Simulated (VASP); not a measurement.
A run of VASP 6.6.1:

INCAR

```
SYSTEM = Ti
ALGO = Normal
EDIFF = 1E-8
ENCUT = 520
GGA = PS
ISIF = 2
ISMEAR = -1
LASPH = .True.
LCHARG = .False.
LEFG = .True.
LREAL = .False.
LWAVE = .False.
NBANDS = 19
NELM = 80
PREC = Accurate
SIGMA = 0.05
```

Contents of KPOINTS:

```
k-points
0
Gamma
  14 14 8
  0 0 0
```

The input POSCAR:

```
Ti
1.0
    2.9499978604      0.0000000000      0.0000000000
   -1.4749989302      2.5547730882      0.0000000000
    0.0000000000      0.0000000000      4.5922800000
Ti
2
Direct
    0.3333333333      0.6666666667      0.2500000000
    0.6666666667      0.3333333333      0.7500000000
```

Potentials or basis: VASP PAW PBE potentials, release 64 (Ti_sv).

Command:

```console
$ cat potpaw_PBE.64/Ti_sv/POTCAR > POTCAR
$ mpirun -np 1 vasp_std > vasp.out
```

Hardware: 1 thread of Intel Xeon 8259CL, on a shared host.

**Question.** How long does it take, and how much memory?

**Answer.** It took 110 s on 1 thread of Intel Xeon 8259CL, on a shared host, peak memory 0.2 GiB. Counts: scf iterations 16, k points 120.
